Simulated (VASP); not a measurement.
# Ge (P6_3/mmc) in VASP: further runs

Ge is run at these levels: PBEsol; tasks: electric field gradients.

All numbers are computed with VASP 6.6.1; they aren't measurements. Logs are shortened: lines on timing, memory, paths and dates and some standing lists are left out, and cuts for length are marked.

**1. The cell of the first run**

It takes space group P6_3/mmc (No. 194, hexagonal). Conventional cell: a = 3.984 Å, b = 3.984 Å, c = 6.577 Å, α = 90.00°, β = 90.00°, γ = 120.00°. Ge (site symmetry 3m) has 4 Ge at 2.44 to 2.46 Å within 3.2 Å.

**2. Electric field gradients, PBEsol (volume scaled by 0.99)**

INCAR

```
SYSTEM = Ge
PREC = Accurate
ENCUT = 520
EDIFF = 1E-8
ISMEAR = -1
SIGMA = 0.05
LREAL = .FALSE.
LASPH = .TRUE.
NELM = 80
ALGO = Normal
ISIF = 2
LWAVE = .FALSE.
LCHARG = .FALSE.
GGA = PS
LEFG = .TRUE.
NBANDS = 36
```

KPOINTS

```
Automatic mesh
0
G
  11 11 6
  0 0 0
```

POSCAR

```
Ge
1.0
    3.9842158910      0.0000000000      0.0000000000
   -1.9921079455      3.4504321757      0.0000000000
    0.0000000000      0.0000000000      6.5773062870
Ge
4
Direct
    0.6666666667      0.3333333333      0.0629012500
    0.3333333333      0.6666666667      0.5629012500
    0.6666666667      0.3333333333      0.4370987500
    0.3333333333      0.6666666667      0.9370987500
```

Potentials or basis: VASP PAW PBE potentials, release 64 (Ge_d).

Run with:

```console
$ cat potpaw_PBE.64/Ge_d/POTCAR > POTCAR
$ mpirun -np 1 vasp_std > vasp.out
```

OUTCAR:

```text
SYSTEM = Ge
   PREC = Accurate
   ENCUT = 520
   EDIFF = 1E-8
   ISMEAR = -1
   LREAL = .FALSE.
   LASPH = .TRUE.
   NELM = 80
   ISIF = 2
   GGA = PS

 ion  position               nearest neighbor table
   1  0.667  0.333  0.063-   4 2.44   4 2.44   4 2.44   3 2.46
   2  0.333  0.667  0.563-   3 2.44   3 2.44   3 2.44   4 2.46
   3  0.667  0.333  0.437-   2 2.44   2 2.44   2 2.44   1 2.46
   4  0.333  0.667  0.937-   1 2.44   1 2.44   1 2.44   2 2.46

  LATTYP: Found a hexagonal cell.
 ALAT       =     3.9842158910
 C/A-ratio  =     1.6508408347

  Lattice vectors:

 A1 = (   3.9842158910,   0.0000000000,   0.0000000000)
 A2 = (  -1.9921079455,   3.4504321757,   0.0000000000)
 A3 = (   0.0000000000,   0.0000000000,   6.5773062870)

Analysis of symmetry for initial positions (statically):
=====================================================================
 Subroutine PRICEL returns:
 Original cell was already a primitive cell.

 Routine SETGRP: Setting up the symmetry group for a
 hexagonal supercell.

 Subroutine GETGRP returns: Found 24 space group operations
 (whereof 12 operations were pure point group operations)
 out of a pool of 24 trial point group operations.

The static configuration has the point symmetry D_3d.
 The point group associated with its full space group is D_6h.

Analysis of symmetry for dynamics (positions and initial velocities):
=====================================================================
 Subroutine PRICEL returns:
 Original cell was already a primitive cell.

 Routine SETGRP: Setting up the symmetry group for a
 hexagonal supercell.

 Subroutine GETGRP returns: Found 24 space group operations
 (whereof 12 operations were pure point group operations)
 out of a pool of 24 trial point group operations.

The dynamic configuration has the point symmetry D_3d.
 The point group associated with its full space group is D_6h.

 Subroutine INISYM returns: Found 24 space group operations
 (whereof 12 operations are pure point group operations),
 and found     1 'primitive' translations

----------------------------------------------------------------------------------------

                                     Primitive cell

  volume of cell :      90.4200

  direct lattice vectors                    reciprocal lattice vectors
     3.984215891  0.000000000  0.000000000     0.250990415  0.144909384  0.000000000
    -1.992107945  3.450432176  0.000000000     0.000000000  0.289818767  0.000000000
     0.000000000  0.000000000  6.577306287     0.000000000  0.000000000  0.152037925

  length of vectors
     3.984215891  3.984215891  6.577306287     0.289818767  0.289818767  0.152037925

  position of ions in fractional coordinates (direct lattice)
     0.666666667  0.333333333  0.062901250
     0.333333333  0.666666667  0.562901250
     0.666666667  0.333333333  0.437098750
     0.333333333  0.666666667  0.937098750

  ion indices of the primitive-cell ions
   primitive index   ion index
                 1           1
                 2           2
                 3           3
                 4           4

----------------------------------------------------------------------------------------

 KPOINTS: Automatic mesh

Automatic generation of k-mesh.
 Grid dimensions read from file:
 generate k-points for:   11   11    6

 Generating k-lattice:

  Cartesian coordinates                     Fractional coordinates (reciprocal lattice)
     0.022817310  0.013173580  0.000000000     0.090909091  0.000000000  0.000000000
     0.000000000  0.026347161  0.000000000     0.000000000  0.090909091  0.000000000
     0.000000000  0.000000000  0.025339654     0.000000000  0.000000000  0.166666667

  Length of vectors
     0.026347161  0.026347161  0.025339654

  Shift w.r.t. Gamma in fractional coordinates (k-lattice)
     0.000000000  0.000000000  0.000000000

 Subroutine IBZKPT returns following result:
 ===========================================

 Found     64 irreducible k-points:

 Following reciprocal coordinates:
            Coordinates               Weight
  0.000000  0.000000  0.000000      1.000000
  0.090909  0.000000  0.000000      6.000000
  0.181818  0.000000  0.000000      6.000000
  0.272727  0.000000  0.000000      6.000000
  0.363636  0.000000  0.000000      6.000000
  0.454545  0.000000  0.000000      6.000000
[... 16 lines left out ...]
  0.090909  0.090909  0.166667     12.000000
  0.181818  0.090909  0.166667     24.000000
 [... further k-points ...]
   k-points           NKPTS =     64   k-points in BZ     NKDIM =     64   number of bands    NBANDS=     36
   number of dos      NEDOS =    301   number of ions     NIONS =      4
   total plane-waves  NPLWV =  45000
   dimension x,y,z NGX =    30 NGY =   30 NGZ =   50
   dimension x,y,z NGXF=    60 NGYF=   60 NGZF=  100
   ions per type =               4
   NGX,Y,Z   is equivalent  to a cutoff of  12.52, 12.52, 12.64 a.u.
   NGXF,Y,Z  is equivalent  to a cutoff of  25.04, 25.04, 25.28 a.u.
 SYSTEM =  Ge
   PREC   = accura    normal or accurate (medium, high low for compatibility)
   ISTART =      0    job   : 0-new  1-cont  2-samecut
   ICHARG =      2    charge: 1-file 2-atom 10-const
   ISPIN  =      1    spin polarized calculation?
   LNONCOLLINEAR =      F non collinear calculations
   LSORBIT =      F    spin-orbit coupling
   LASPH  =      T    aspherical Exc in radial PAW
   ENCUT  =  520.0 eV  38.22 Ry    6.18 a.u.   7.41  7.41 12.23*2*pi/ulx,y,z
   NELM   =     80;   NELMIN=  2; NELMDL= -5     # of ELM steps
   EDIFF  = 0.1E-07   stopping-criterion for ELM
   LREAL  =      F    real-space projection
   EDIFFG = 0.1E-06   stopping-criterion for IOM
   NSW    =      0    number of steps for IOM
   IBRION =     -1    ionic relax: 0-MD 1-quasi-New 2-CG
   NFREE  =      0    steps in history (QN), initial steepest desc. (CG)
   ISIF   =      2    stress and relaxation
   ISYM   =      2    0-nonsym 1-usesym 2-fastsym
   POTIM  = 0.5000    time-step for ionic-motion
   TEBEG  =    0.0;   TEEND  =   0.0 temperature during run
   PSTRESS=    0.0 pullay stress
   NELECT =      56.0000    total number of electrons
   NUPDOWN=      -1.0000    fix difference up-down
   EMIN   =  10.00;   EMAX   =-10.00  energy-range for DOS
   EFERMI =   0.00;   METHOD = LEGACY
   ISMEAR =    -1;   SIGMA  =   0.05  broadening in eV -4-tet -1-fermi 0-gaus
   EFERMI_NEDOS =   21; number of points for ismear=-14 and -15
   IALGO  =     38    algorithm
   IMIX   =      4    mixing-type and parameters
     AMIX     =   0.40;   BMIX     =  1.00
     AMIX_MAG =   1.60;   BMIX_MAG =  1.00
  volume/ion in A,a.u.               =      22.60       152.55
  Fermi-wavevector in a.u.,A,eV,Ry     =   1.395456  2.637029 26.494576  1.947296
  Thomas-Fermi vector in A             =   2.518906
   LORBIT       =      0    0 simple, 1 ext, 2 COOP (PROOUT), +10 PAW based schemes
   GGA     = PS    functional components
   LHFCALC =     F    Hartree Fock is set to
   AEXX    =    0.0000 exact exchange contribution
   IVDW    =     0    specifies the selected vdW correction
   LEPSILON=     F    determine dielectric tensor
   LRPA    =     F    only Hartree local field effects (RPA)
 non-spin polarized calculation
  energy-cutoff  :      520.00
  volume of cell :       90.42
 maximum number of plane-waves:      2472
 NGX is ok and might be reduce to    30
   NGX = 15   NGY = 15   NGZ = 25

 number of electron      56.0000054 magnetization

 Free energy of the ion-electron system (eV)
  ---------------------------------------------------
  ext. energy  EPLUGINS =         0.00000000
  ---------------------------------------------------
  free energy    TOTEN  =       -19.68293422 eV

  energy without entropy =      -19.68174736  energy(sigma->0) =      -19.68234079

 E-fermi :   4.9588     XC(G=0): -10.1306

 val. band max:        4.9076892289   @ k =   0.0000   0.0000   0.1667
 cond. band min:       4.9802248450   @ k =   0.0000   0.0000   0.0000
 fundamental gap:      0.0725356161
 Fermi energy:         4.9588128599

 k-point     1 :       0.0000    0.0000    0.0000
  band No.  band energies     occupation
      1     -19.9298      2.00000
      2     -19.9298      2.00000
      3     -19.8904      2.00000
      4     -19.8904      2.00000
      5     -19.8904      2.00000
      6     -19.8771      2.00000
[... 28 lines left out ...]
     35       9.4862      0.00000
     36      10.8886      0.00000

 k-point     2 :       0.0909    0.0000    0.0000
  band No.  band energies     occupation
      1     -19.9354      2.00000
      2     -19.9316      2.00000
      3     -19.8960      2.00000
      4     -19.8934      2.00000
      5     -19.8904      2.00000
      6     -19.8702      2.00000
[... 28 lines left out ...]
     35       9.8572      0.00000
     36      11.3493      0.00000

 k-point     3 :       0.1818    0.0000    0.0000
  band No.  band energies     occupation
      1     -19.9442      2.00000
      2     -19.9351      2.00000
      3     -19.9060      2.00000
      4     -19.8999      2.00000
      5     -19.8891      2.00000
      6     -19.8603      2.00000
[... 28 lines left out ...]
     35      10.5282      0.00000
     36      10.8033      0.00000
[... 742 lines left out ...]
 k-point    23 :       0.0909    0.0909    0.1667
  band No.  band energies     occupation
      1     -19.9388      2.00000
      2     -19.9333      2.00000
      3     -19.9026      2.00000
      4     -19.9010      2.00000
      5     -19.8921      2.00000
      6     -19.8654      2.00000
[... 28 lines left out ...]
     35      10.5613      0.00000
     36      11.3521      0.00000

 k-point    24 :       0.1818    0.0909    0.1667
  band No.  band energies     occupation
      1     -19.9441      2.00000
      2     -19.9377      2.00000
      3     -19.9098      2.00000
      4     -19.9092      2.00000
      5     -19.8868      2.00000
      6     -19.8571      2.00000
[... 28 lines left out ...]
     35      11.0525      0.00000
     36      11.7559      0.00000

 [... further k-points ...]

------------------------ aborting loop because EDIFF is reached ----------------------------------------

  FORCE on cell =-STRESS in cart. coord.  units (eV):
  Direction    XX          YY          ZZ          XY          YZ          ZX
  --------------------------------------------------------------------------------------
  -------------------------------------------------------------------------------------
  Total        0.3327311      0.3327311      0.2661325      0.0000000      0.0000000     -0.0000000
  in kB        5.8957574      5.8957574      4.7156774      0.0000000      0.0000000     -0.0000000
  external PRESSURE =       5.5023974 kB  Pullay stress =       0.0000000 kB

 VOLUME and BASIS-vectors are now :
 -----------------------------------------------------------------------------
  energy-cutoff  :      520.00
  volume of cell :       90.42
      direct lattice vectors                 reciprocal lattice vectors
     3.984215891  0.000000000  0.000000000     0.250990415  0.144909384  0.000000000
    -1.992107945  3.450432176  0.000000000     0.000000000  0.289818767  0.000000000
     0.000000000  0.000000000  6.577306287     0.000000000  0.000000000  0.152037925

 POSITION                                       TOTAL-FORCE (eV/Angst)
 -----------------------------------------------------------------------------------
      1.99211      1.15014      0.41372         0.000000     -0.000000      0.002202
     -0.00000      2.30029      3.70237        -0.000000      0.000000      0.002202
      1.99211      1.15014      2.87493         0.000000     -0.000000     -0.002202
     -0.00000      2.30029      6.16359        -0.000000      0.000000     -0.002202
 -----------------------------------------------------------------------------------
    total drift:                               -0.000000      0.000000     -0.000000

  FREE ENERGIE OF THE ION-ELECTRON SYSTEM (eV)
  ---------------------------------------------------
  free  energy   TOTEN  =       -19.6829342237 eV

  energy  without entropy=      -19.6817473647  energy(sigma->0) =      -19.68234079

 Electric field gradients (V/A^2)
---------------------------------------------------------------------
 ion       V_xx      V_yy      V_zz      V_xy      V_xz      V_yz
---------------------------------------------------------------------
   1      -3.951    -3.953     7.904    -0.002     0.000    -0.000
   2      -3.951    -3.953     7.904    -0.002    -0.000     0.000
   3      -3.951    -3.953     7.904    -0.002    -0.000     0.000
   4      -3.951    -3.953     7.904    -0.002     0.000    -0.000
---------------------------------------------------------------------

 Electric field gradients after diagonalization (V/A^2)
 (convention: |V_zz| > |V_xx| > |V_yy|)
----------------------------------------------------------------------
 ion       V_xx      V_yy      V_zz     asymmetry (V_yy - V_xx)/ V_zz
----------------------------------------------------------------------
   1      -3.955    -3.950     7.904       0.001
   2      -3.955    -3.950     7.904       0.001
   3      -3.955    -3.950     7.904       0.001
   4      -3.955    -3.950     7.904       0.001
----------------------------------------------------------------------

           NMR quadrupolar parameters

 Cq : quadrupolar parameter    Cq=e*Q*V_zz/h
 eta: asymmetry parameters     (V_yy - V_xx)/ V_zz
 Q  : nuclear electric quadrupole moment in mb (millibarn)
----------------------------------------------------------------------
 ion       Cq(MHz)       eta       Q (mb)
----------------------------------------------------------------------
   1       0.019       0.001       1.000
   2       0.019       0.001       1.000
   3       0.019       0.001       1.000
   4       0.019       0.001       1.000
----------------------------------------------------------------------
```

Wall time 2.3 min (1 thread of Intel Xeon Platinum 8488C (Sapphire Rapids), shared host); peak memory 0.29 GiB.

Results:

| Property | Result |
| --- | --- |
| Free energy | -19.6829 eV |
| Pressure | 0.6 GPa |
| Band gap on the k mesh | zero (band 28 reaches 4.98 eV, above the bottom of band 29 at 4.91 eV) |

Forces on the atoms (eV/Å):
```
Ge   0.000  0.000  0.002
Ge   0.000  0.000  0.002
Ge   0.000  0.000 -0.002
Ge   0.000  0.000 -0.002
```

Levels at points of the mesh, in eV from the Fermi level:
| k point | band 25 | band 26 | band 27 | band 28 | band 29 | band 30 | band 31 | band 32 |
| --- | --- | --- | --- | --- | --- | --- | --- | --- |
| (0.00, 0.00, 0.00) | -1.53 | -0.19 | -0.14 | 0.02 | 0.09 | 0.09 | 2.21 | 2.21 |
| (0.00, 0.00, 0.50) | -0.90 | -0.90 | -0.90 | -0.90 | 0.64 | 0.64 | 3.32 | 3.32 |

Electric field gradients, principal values (V/Å²):
| atom | least | middle | greatest (by size) |
| --- | --- | --- | --- |
| 1 Ge | -3.950 | -3.955 | 7.904 |
| 2 Ge | -3.950 | -3.955 | 7.904 |
| 3 Ge | -3.950 | -3.955 | 7.904 |
| 4 Ge | -3.950 | -3.955 | 7.904 |

Caveat: without QUAD_EFG the Cq values of the log hold for a quadrupole moment of 1 mb, not for the nuclei; the PAW data sets were made with another functional, which shifts forces and pressure a little.

(Continued in part 2 of 2.)
